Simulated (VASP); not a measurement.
## TaAgS2: relaxation of cell and atoms with PBE

The system is TaAgS2.

```
Ta Ag S
1.0
     3.34778    0.00000    0.00000
     0.00000    3.34778    0.00000
     0.00000    0.00000    7.44273
Ta Ag S
1 1 2
Direct
  0.00000 0.00000 0.00000
  0.50000 0.50000 0.50000
  0.50000 0.00000 0.77192
  0.00000 0.50000 0.22808
```

```json
{"Program": "VASP 6.6.1", "Task": "relaxation of cell and atoms", "Functional": "PBE", "Potentials or basis": "VASP PAW PBE potentials, release 64 (Ta_pv, Ag, S)", "Cutoff": "600 eV", "k mesh": "14 × 14 × 6", "Occupations": "gaussian, width 0.1 eV", "Spin": "no spin polarisation", "Dipole correction": "no", "Further INCAR settings": "ALGO = Normal; EDIFF = 1e-07; IBRION = 2; EDIFFG = -0.01; NSW = 100; ISIF = 3"}
```

```json
{
 "Relaxed volume": "20.90 Å³/atom",
 "Relaxed cell": "a = 3.355 Å, b = 3.355 Å, c = 7.426 Å, α = 90.00°, β = 90.00°, γ = 90.00°",
 "Space group after relaxing (to 0.05 Å)": "P-4m2 (No. 115)",
 "Energy gained by relaxing": "0.1 meV/atom",
 "Ionic steps": "5",
 "Pressure after relaxing": "0.0 GPa",
 "Largest force after relaxing": "0.003 eV/Å",
 "Band gap on the k mesh": "zero (band 17 reaches 5.59 eV, above the bottom of band 18 at 4.74 eV)"
}
```

Forces in eV/Å, atoms in the order of the input:
```
Ta   0.000  0.000  0.000
Ag   0.000  0.000  0.000
S    0.000  0.000  0.003
S    0.000  0.000 -0.003
```

Step by step:
| step | energy change (eV) | largest force (eV/Å) | pressure (GPa) | volume (Å³) |
| --- | --- | --- | --- | --- |
| 1 | 0.0000 | 0.0151 | 0.10 | 83.42 |
| 2 | -0.0001 | 0.0076 | -0.07 | 83.57 |
| 3 | -0.0001 | 0.0057 | -0.06 | 83.56 |
| 4 | -0.0002 | 0.0049 | -0.04 | 83.58 |
| 5 | -0.0002 | 0.0033 | -0.01 | 83.60 |

Final structure:
```yaml
crystal:
  lattice:
    - [3.35539, 0.00000, 0.00000]
    - [0.00000, 3.35539, 0.00000]
    - [0.00000, 0.00000, 7.42561]
  atoms:
    - { symbol: Ta, position: [0.00000, 0.00000, 0.00000] }
    - { symbol: Ag, position: [0.50000, 0.50000, 0.50000] }
    - { symbol: S, position: [0.50000, 0.00000, 0.77176] }
    - { symbol: S, position: [0.00000, 0.50000, 0.22824] }
```

Levels at points of the mesh, in eV from the Fermi level:
| k point | band 13 | band 14 | band 15 | band 16 | band 17 | band 18 | band 19 | band 20 | band 21 |
| --- | --- | --- | --- | --- | --- | --- | --- | --- | --- |
| (0.00, 0.00, 0.00) | -3.14 | -3.14 | -1.84 | -1.44 | -1.44 | 0.07 | 1.62 | 2.08 | 4.07 |
| (0.50, 0.00, 0.00) | -3.32 | -3.18 | -2.90 | -1.58 | -0.36 | 0.66 | 1.75 | 2.92 | 3.30 |
| (0.50, 0.50, 0.00) | -3.59 | -3.45 | -2.88 | -2.88 | -0.21 | 0.52 | 0.52 | 3.03 | 3.71 |
| (0.00, 0.00, 0.50) | -3.47 | -3.47 | -1.11 | -1.04 | -1.04 | -0.66 | 2.08 | 2.47 | 3.10 |
| (0.50, 0.00, 0.50) | -3.20 | -3.14 | -2.88 | -1.53 | 0.19 | 0.73 | 1.65 | 2.55 | 3.20 |
| (0.50, 0.50, 0.50) | -3.29 | -2.68 | -2.68 | -2.58 | -0.07 | 0.19 | 0.19 | 3.01 | 3.73 |

It used 610 s of CPU time on 1 thread of Intel(R) Xeon(R) Platinum 8488C (Sapphire Rapids), with other jobs on the host.

Caveat: spin-orbit coupling is left out, which moves the levels of the heavy elements.
